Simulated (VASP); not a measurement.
# C (I4/mmm) in VASP: further runs, part 2 of 3

VASP 6.6.1. Earlier steps stand in the parts before.

## 4. Single point, PBE, collinear spin, ferromagnetic start

This run uses another cell than the first one, of 6.42 Å³/atom, 1.207 times its volume.

File INCAR:

```
SYSTEM = C
PREC = Accurate
ENCUT = 520
EDIFF = 1E-6
ISMEAR = 0
SIGMA = 0.1
LREAL = .False.
LASPH = .True.
NELM = 150
ALGO = Normal
ISIF = 2
LWAVE = .False.
LCHARG = .False.
ISPIN = 2
MAGMOM = 1 1 1
LORBIT = 11
GGA = PE
NBANDS = 17
```

File KPOINTS:

```
regular mesh
0
Gamma
  8 8 8
  0 0 0
```

File POSCAR:

```
C
1.0
   -1.5591219139      1.5591219139      1.9801738475
    1.5591219139     -1.5591219139      1.9801738475
    1.5591219139      1.5591219139     -1.9801738475
C
3
Direct
    0.5000000000      0.0000000000      0.5000000000
    0.0000000000      0.5000000000      0.5000000000
    0.0000000000      0.0000000000      0.0000000000
```

Started as:

```bash
> cat potpaw_PBE.64/C/POTCAR > POTCAR
> mpirun -np 1 vasp_std > vasp.out
```

Wall time 24 s (1 thread of Intel Xeon Platinum 8488C (Sapphire Rapids), shared host); peak memory 0.15 GiB.

It converged, with:

```yaml
Free_energy: -18.1914 eV
Pressure: 0.4 GPa
Band_gap_on_the_k_mesh: zero (filled and empty bands overlap)
Net_moment: 0.00 μB per cell
Valence_electrons_inside_the_program's_atomic_spheres: C 2.29, 2.42
```

Stress tensor (GPa, compression positive):
```
0.52 0.00 0.00
0.00 0.52 0.00
0.00 0.00 0.26
```

Levels at points of the mesh, in eV from the Fermi level:
Spin up:
| k point | band 3 | band 4 | band 5 | band 6 | band 7 | band 8 | band 9 | band 10 |
| --- | --- | --- | --- | --- | --- | --- | --- | --- |
| (0.00, 0.00, 0.00) | -8.21 | -3.30 | -2.41 | -0.36 | 1.66 | 1.66 | 1.75 | 8.01 |
| (0.50, 0.00, 0.00) | -8.63 | -4.79 | -3.09 | -1.16 | -0.43 | 1.69 | 5.99 | 8.51 |
| (0.50, 0.50, 0.00) | -10.26 | -6.04 | -5.90 | -2.52 | 2.82 | 6.25 | 7.71 | 7.83 |
| (0.50, 0.50, 0.50) | -10.72 | -10.72 | -9.00 | -1.66 | 3.10 | 3.10 | 6.17 | 9.08 |
Spin down:
```tsv
k point	band 2	band 3	band 4	band 5	band 6	band 7	band 8	band 9	band 10	band 11
(0.00, 0.00, 0.00)	-8.21	-8.21	-3.30	-2.41	-0.36	1.66	1.66	1.75	8.01	10.77
(0.50, 0.00, 0.00)	-15.11	-8.63	-4.79	-3.09	-1.16	-0.43	1.69	5.99	8.51	8.80
(0.50, 0.50, 0.00)	-15.54	-10.26	-6.04	-5.90	-2.51	2.82	6.25	7.71	7.83	9.17
(0.50, 0.50, 0.50)	-11.03	-10.72	-10.72	-9.00	-1.66	3.10	3.10	6.17	9.08	19.30
```

## 5. Single point, PBE

This run uses another cell than the first one, of 6.65 Å³/atom, 1.251 times its volume.

File INCAR:

```
SYSTEM = C
PREC = Accurate
ENCUT = 520
EDIFF = 1E-6
ISMEAR = 0
SIGMA = 0.1
LREAL = .FALSE.
LASPH = .TRUE.
NELM = 100
ALGO = Normal
ISIF = 2
LWAVE = .FALSE.
LCHARG = .TRUE.
GGA = PE
LELF = .TRUE.
LVHAR = .TRUE.
NBANDS = 13
```

File KPOINTS:

```
Automatic mesh
0
G
  20 20 20
  0 0 0
```

File POSCAR:

```
C
1.0
   -1.5477959140      1.5477959140      2.0833082349
    1.5477959140     -1.5477959140      2.0833082349
    1.5477959140      1.5477959140     -2.0833082349
C
3
Direct
    0.5000000000      0.0000000000      0.5000000000
    0.0000000000      0.5000000000      0.5000000000
    0.0000000000      0.0000000000      0.0000000000
```

Potentials or basis: VASP PAW PBE potentials, release 64 (C).

Started as:

```bash
> cat potpaw_PBE.64/C/POTCAR > POTCAR
> mpirun -np 1 vasp_std > vasp.out
```

OUTCAR:

```text
SYSTEM = C
   PREC = Accurate
   ENCUT = 520
   EDIFF = 1E-6
   ISMEAR = 0
   LREAL = .FALSE.
   LASPH = .TRUE.
   NELM = 100
   ISIF = 2
   GGA = PE

 ion  position               nearest neighbor table
   1  0.500  0.000  0.500-   3 1.55   3 1.55
   2  0.000  0.500  0.500-   3 1.55   3 1.55
   3  0.000  0.000  0.000-   1 1.55   2 1.55   2 1.55   1 1.55

  LATTYP: Found a body centered tetragonal cell.
 ALAT       =     3.0955918280
 C/A-ratio  =     1.3459838058

  Lattice vectors:

 A1 = (  -1.5477959140,   1.5477959140,   2.0833082349)
 A2 = (   1.5477959140,  -1.5477959140,   2.0833082349)
 A3 = (   1.5477959140,   1.5477959140,  -2.0833082349)

Analysis of symmetry for initial positions (statically):
=====================================================================
 Subroutine PRICEL returns:
 Original cell was already a primitive cell.

 Routine SETGRP: Setting up the symmetry group for a
 body centered tetragonal supercell.

 Subroutine GETGRP returns: Found 16 space group operations
 (whereof 16 operations were pure point group operations)
 out of a pool of 16 trial point group operations.

The static configuration has the point symmetry D_4h.

Analysis of symmetry for dynamics (positions and initial velocities):
=====================================================================
 Subroutine PRICEL returns:
 Original cell was already a primitive cell.

 Routine SETGRP: Setting up the symmetry group for a
 body centered tetragonal supercell.

 Subroutine GETGRP returns: Found 16 space group operations
 (whereof 16 operations were pure point group operations)
 out of a pool of 16 trial point group operations.

The dynamic configuration has the point symmetry D_4h.

 Subroutine INISYM returns: Found 16 space group operations
 (whereof 16 operations are pure point group operations),
 and found     1 'primitive' translations

----------------------------------------------------------------------------------------

                                     Primitive cell

  volume of cell :      19.9637

  direct lattice vectors                    reciprocal lattice vectors
    -1.547795914  1.547795914  2.083308235     0.000000000  0.323040005  0.240002891
     1.547795914 -1.547795914  2.083308235     0.323040005  0.000000000  0.240002891
     1.547795914  1.547795914 -2.083308235     0.323040005  0.323040005  0.000000000

  length of vectors
     3.021840099  3.021840099  3.021840099     0.402437862  0.402437862  0.456847556

  position of ions in fractional coordinates (direct lattice)
     0.500000000  0.000000000  0.500000000
     0.000000000  0.500000000  0.500000000
     0.000000000  0.000000000  0.000000000

  ion indices of the primitive-cell ions
   primitive index   ion index
                 1           1
                 2           2
                 3           3

----------------------------------------------------------------------------------------

 KPOINTS: Automatic mesh

Automatic generation of k-mesh.
 Grid dimensions read from file:
 generate k-points for:   20   20   20

 Generating k-lattice:

  Cartesian coordinates                     Fractional coordinates (reciprocal lattice)
     0.000000000  0.016152000  0.012000145     0.050000000 -0.000000000  0.000000000
     0.016152000  0.000000000  0.012000145    -0.000000000  0.050000000  0.000000000
     0.016152000  0.016152000  0.000000000     0.000000000  0.000000000  0.050000000

  Length of vectors
     0.020121893  0.020121893  0.022842378

  Shift w.r.t. Gamma in fractional coordinates (k-lattice)
     0.000000000  0.000000000  0.000000000

 Subroutine IBZKPT returns following result:
 ===========================================

 Found    641 irreducible k-points:

 Following reciprocal coordinates:
            Coordinates               Weight
  0.000000  0.000000  0.000000      1.000000
  0.050000  0.000000 -0.000000      8.000000
  0.100000  0.000000  0.000000      8.000000
  0.150000  0.000000 -0.000000      8.000000
  0.200000  0.000000  0.000000      8.000000
  0.250000  0.000000  0.000000      8.000000
[... 16 lines left out ...]
 -0.400000  0.050000  0.000000     16.000000
 -0.350000  0.050000  0.000000     16.000000
 [... further k-points ...]
   k-points           NKPTS =    641   k-points in BZ     NKDIM =    641   number of bands    NBANDS=     13
   number of dos      NEDOS =    301   number of ions     NIONS =      3
   total plane-waves  NPLWV =  13824
   dimension x,y,z NGX =    24 NGY =   24 NGZ =   24
   dimension x,y,z NGXF=    48 NGYF=   48 NGZF=   48
   ions per type =               3
   NGX,Y,Z   is equivalent  to a cutoff of  13.20, 13.20, 13.20 a.u.
   NGXF,Y,Z  is equivalent  to a cutoff of  26.41, 26.41, 26.41 a.u.
 SYSTEM =  C
   PREC   = accura    normal or accurate (medium, high low for compatibility)
   ISTART =      0    job   : 0-new  1-cont  2-samecut
   ICHARG =      2    charge: 1-file 2-atom 10-const
   ISPIN  =      1    spin polarized calculation?
   LNONCOLLINEAR =      F non collinear calculations
   LSORBIT =      F    spin-orbit coupling
   LASPH  =      T    aspherical Exc in radial PAW
   ENCUT  =  520.0 eV  38.22 Ry    6.18 a.u.   5.62  5.62  5.62*2*pi/ulx,y,z
   NELM   =    100;   NELMIN=  2; NELMDL= -5     # of ELM steps
   EDIFF  = 0.1E-05   stopping-criterion for ELM
   LREAL  =      F    real-space projection
[... 7 lines left out ...]
   TEBEG  =    0.0;   TEEND  =   0.0 temperature during run
   PSTRESS=    0.0 pullay stress
   NELECT =      12.0000    total number of electrons
   NUPDOWN=      -1.0000    fix difference up-down
   EMIN   =  10.00;   EMAX   =-10.00  energy-range for DOS
   EFERMI =   0.00;   METHOD = LEGACY
   ISMEAR =     0;   SIGMA  =   0.10  broadening in eV -4-tet -1-fermi 0-gaus
   EFERMI_NEDOS =   21; number of points for ismear=-14 and -15
   IALGO  =     38    algorithm
   IMIX   =      4    mixing-type and parameters
     AMIX     =   0.40;   BMIX     =  1.00
     AMIX_MAG =   1.60;   BMIX_MAG =  1.00
  volume/ion in A,a.u.               =       6.65        44.91
  Fermi-wavevector in a.u.,A,eV,Ry     =   1.381619  2.610881 25.971765  1.908871
  Thomas-Fermi vector in A             =   2.506386
   LORBIT       =      0    0 simple, 1 ext, 2 COOP (PROOUT), +10 PAW based schemes
   GGA     = PE    functional components
   LHFCALC =     F    Hartree Fock is set to
   AEXX    =    0.0000 exact exchange contribution
   IVDW    =     0    specifies the selected vdW correction
   LEPSILON=     F    determine dielectric tensor
   LRPA    =     F    only Hartree local field effects (RPA)
 non-spin polarized calculation
 Gauss-broadening in eV      SIGMA  =   0.10
  energy-cutoff  :      520.00
  volume of cell :       19.96
 maximum number of plane-waves:       550
   NGX = 11   NGY = 11   NGZ = 11

 number of electron      12.0000000 magnetization

 Free energy of the ion-electron system (eV)
  ---------------------------------------------------
  ext. energy  EPLUGINS =         0.00000000
  ---------------------------------------------------
  free energy    TOTEN  =       -18.19045733 eV

  energy without entropy =      -18.18607660  energy(sigma->0) =      -18.18826696

 E-fermi :   8.5772     XC(G=0): -12.7329

 val. band max:        8.5747215004   @ k =   0.1500   0.1000   0.0000
 cond. band min:       8.5838372020   @ k =  -0.3000  -0.3500   0.2500
 fundamental gap:      0.0091157016
 Fermi energy:         8.5772405083

 k-point     1 :       0.0000    0.0000    0.0000
  band No.  band energies     occupation
      1     -12.3376      2.00000
      2      -0.1196      2.00000
      3      -0.1196      2.00000
      4       5.5008      2.00000
      5       5.9531      2.00000
      6       7.5046      2.00000
      7      10.0972      0.00000
      8      10.3994      0.00000
      9      10.3994      0.00000
     10      15.4665      0.00000
     11      19.2978      0.00000
     12      19.2978      0.00000
     13      22.8285      0.00000
[... 353 lines left out ...]
 k-point    24 :      -0.3500    0.0500    0.0000
  band No.  band energies     occupation
      1     -10.3854      2.00000
      2      -4.3502      2.00000
      3      -0.3150      2.00000
      4       4.0611      2.00000
      5       5.4938      2.00000
      6       7.3143      2.00000
      7       8.7335      0.02710
      8       9.8384      0.00000
      9      13.5866      0.00000
     10      14.3273      0.00000
     11      20.6147      0.00000
     12      23.3601      0.00000
     13      25.2437      0.00000

 [... further k-points ...]
[... 5 lines left out ...]
  --------------------------------------------------------------------------------------
  -------------------------------------------------------------------------------------
  Total        0.0389003      0.0389003      0.0051348      0.0000000     -0.0000000      0.0000000
  in kB        3.1219284      3.1219284      0.4120883      0.0000000     -0.0000000      0.0000000
  external PRESSURE =       2.2186484 kB  Pullay stress =       0.0000000 kB

 VOLUME and BASIS-vectors are now :
 -----------------------------------------------------------------------------
  energy-cutoff  :      520.00
  volume of cell :       19.96
      direct lattice vectors                 reciprocal lattice vectors
    -1.547795914  1.547795914  2.083308235     0.000000000  0.323040005  0.240002891
     1.547795914 -1.547795914  2.083308235     0.323040005  0.000000000  0.240002891
     1.547795914  1.547795914 -2.083308235     0.323040005  0.323040005  0.000000000

 POSITION                                       TOTAL-FORCE (eV/Angst)
 -----------------------------------------------------------------------------------
      0.00000      1.54780      0.00000         0.000000      0.000000     -0.000000
      1.54780      0.00000      0.00000        -0.000000     -0.000000      0.000000
      0.00000      0.00000      0.00000        -0.000000      0.000000      0.000000
 -----------------------------------------------------------------------------------
    total drift:                               -0.000000      0.000000      0.000000

  FREE ENERGIE OF THE ION-ELECTRON SYSTEM (eV)
  ---------------------------------------------------
  free  energy   TOTEN  =       -18.1904573264 eV

  energy  without entropy=      -18.1860765966  energy(sigma->0) =      -18.18826696
```

Wall time 68 s (1 thread of Intel Xeon Platinum 8488C (Sapphire Rapids), shared host); peak memory 0.23 GiB.

What came out:

- Free energy: -18.1905 eV
- Pressure: 0.2 GPa
- Band gap on the k mesh: zero (band 6 reaches 10.15 eV, above the bottom of band 7 at 7.28 eV)

Stress tensor (GPa, compression positive):
```
0.31 0.00 0.00
0.00 0.31 0.00
0.00 0.00 0.04
```

(Continued in part 3 of 3.)
